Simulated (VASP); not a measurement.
Runs of VASP 6.6.1 on Sn. The structure is that of space group P6/mmm (No. 191), or close to it. The cells are those of the table. This isn't the form of Sn at room conditions, which is tetragonal (white tin).

```tsv
cell	k mesh	gap on the mesh (eV)	pressure (GPa)
a = 5.440, b = 5.440, c = 3.301 Å, angles 90.0, 90.0, 120.0°, 3 atoms	8 × 8 × 11	none	-1.5
a = 5.369, b = 5.369, c = 3.259 Å, angles 90.0, 90.0, 120.0°, 3 atoms	9 × 9 × 13	none	(a)
a = 5.576, b = 5.576, c = 3.384 Å, angles 90.0, 90.0, 120.0°, 3 atoms	8 × 8 × 11	none	-4.2
a = 5.509, b = 5.509, c = 3.343 Å, angles 90.0, 90.0, 120.0°, 3 atoms	8 × 8 × 11	none	-3.0
```

Alike in all rows: task single point; level r2SCAN; potentials or basis VASP PAW PBE potentials, release 64 (Sn_d); no spin polarisation; cutoff (eV) 520; smearing fermi-dirac 0.1 eV.

Q: Estimate the missing entries.

A: (a) 0.0.

Caveats: the PAW data sets were made with another functional, which shifts forces and pressure a little; spin-orbit coupling is left out, which moves the levels of the heavy elements; the cell stands under tension (at least some runs).

A k mesh can miss the band edges, and the runs leave out spin-orbit coupling on Sn.

A gap of «none» marks levels without a gap at the run's occupations.
